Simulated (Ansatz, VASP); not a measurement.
**SiNi2: VASP beside Ansatz**

File INCAR:

```
PREC = Accurate
ENCUT = 520
EDIFF = 1E-7
ISMEAR = 0
SIGMA = 0.1
LREAL = False
LASPH = True
NELM = 60
ALGO = Fast
ISIF = 2
LWAVE = False
LCHARG = False
GGA = PS
NBANDS = 33
```

Contents of KPOINTS:

```
regular mesh
0
Gamma
  12 12 8
```

Contents of POSCAR:

```
SiNi2
1.0
    3.9458328555      0.0000000000      0.0000000000
   -1.9729164278      3.4171914920      0.0000000000
    0.0000000000      0.0000000000      5.0153249621
Si Ni
2 4
Direct
    0.3333333333      0.6666666667      0.7500000000
    0.6666666667      0.3333333333      0.2500000000
    0.0000000000      0.0000000000      0.0000000000
    0.0000000000      0.0000000000      0.5000000000
    0.3333333333      0.6666666667      0.2500000000
    0.6666666667      0.3333333333      0.7500000000
```

Input for Ansatz:

```yaml
crystal:
  lattice:
    - [3.9458328555, 0.0, 0.0]
    - [-1.9729164278, 3.417191492, 0.0]
    - [0.0, 0.0, 5.0153249621]
  atoms:
    - { symbol: Si, position: [0.3333333333, 0.6666666667, 0.75] }
    - { symbol: Si, position: [0.6666666667, 0.3333333333, 0.25] }
    - { symbol: Ni, position: [0.0, 0.0, 0.0] }
    - { symbol: Ni, position: [0.0, 0.0, 0.5] }
    - { symbol: Ni, position: [0.3333333333, 0.6666666667, 0.25] }
    - { symbol: Ni, position: [0.6666666667, 0.3333333333, 0.75] }
basis:
  ecutwfc: 420
kpoints:
  mp_grid: { grid: [12, 12, 8] }
hamiltonian:
  xc: pbesol
scf:
  occupations: { method: gaussian, width: 0.1 }
output:
  forces: true
  stress: true
  eigenvalues: true
  write_density: true
  write_potential: true
  elf: true
  volumetric_format: npy
```

Change from the starting cell: equal strain along all axes, cell held, atoms relaxed: +2.0 %.

Alike in both runs: task single point; functional PBEsol; k mesh 12 × 12 × 8; occupations gaussian, width 0.1 eV; no spin polarisation.

|  | VASP | Ansatz |
| --- | --- | --- |
| version | VASP 6.6.1 | Ansatz 0.2.0 |
| potentials or method | VASP PAW PBE potentials, release 64 (Si, Ni), cutoff 520 eV | scalar-relativistic, plane waves, PAW |
| valence electrons in the cell | 48 | 80 |

```tsv
	VASP	Ansatz	Ansatz less VASP
gap on the k mesh at the Fermi level (eV)	none	none	-
pressure (GPa)	-11.5	-11.8	-0.35
traceless stress, the component that is largest in VASP (GPa)	1.10	1.24	+0.136
```

VASP's potentials were made for PBE, not for PBEsol. A gap of «none» marks a metal or a gap that the smearing closes. VASP's potentials hold 48 valence electrons a cell and Ansatz's 80, so a difference there can come from the potentials and not from the codes.
